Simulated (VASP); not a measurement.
Input of a VASP 6.6.1 run:

INCAR

```
SYSTEM = InSe
PREC = Accurate
ENCUT = 520
EDIFF = 1E-6
ISMEAR = 0
SIGMA = 0.05
LREAL = .FALSE.
LASPH = .TRUE.
NELM = 100
ALGO = Normal
ISIF = 2
LWAVE = .FALSE.
LCHARG = .FALSE.
GGA = PS
NBANDS = 48
```

Contents of KPOINTS:

```
regular mesh
0
G
  12 12 2
  0 0 0
```

The input POSCAR:

```
InSe
1.0
    4.0058502099      0.0000000000      0.0000000000
   -2.0029251050      3.4691680455      0.0000000000
    0.0000000000      0.0000000000     17.0021652134
In Se
4 4
Direct
    0.3333333333      0.6666666667      0.1747942355
    0.6666666667      0.3333333333      0.6747942355
    0.3333333333      0.6666666667      0.3252057645
    0.6666666667      0.3333333333      0.8252057645
    0.3333333333      0.6666666667      0.6048915778
    0.6666666667      0.3333333333      0.1048915778
    0.3333333333      0.6666666667      0.8951084222
    0.6666666667      0.3333333333      0.3951084222
```

Potentials or basis: VASP PAW PBE potentials, release 64 (In_d, Se).

Run with:

```sh
$ cat potpaw_PBE.64/In_d/POTCAR potpaw_PBE.64/Se/POTCAR > POTCAR
$ mpirun -np 1 vasp_std > vasp.out
```

Problem. Estimate the largest force.

Solution. 1.049 eV/Å.

Problem. Estimate the band gap on the k mesh.

Solution. 0.57 eV, direct.

Problem. What does it give for the pressure?

Solution. 4.0 GPa.

Forces on the atoms (eV/Å):
```
In   0.000  0.000 -1.049
In   0.000  0.000 -1.049
In   0.000  0.000  1.049
In   0.000  0.000  1.049
Se   0.000  0.000 -0.710
Se   0.000  0.000 -0.710
Se   0.000  0.000  0.710
Se   0.000  0.000  0.710
```

Caveat: the cell differs from its parent crystal (mode 12 (107.6 1/cm) frozen in, largest displacement +0.200 Å); the PAW data sets were made with another functional, which shifts forces and pressure a little; spin-orbit coupling is left out, which moves the levels of the heavy elements; this functional lacks dispersion, which binds the layers, so the pressure and a relaxed spacing across them are unreliable.
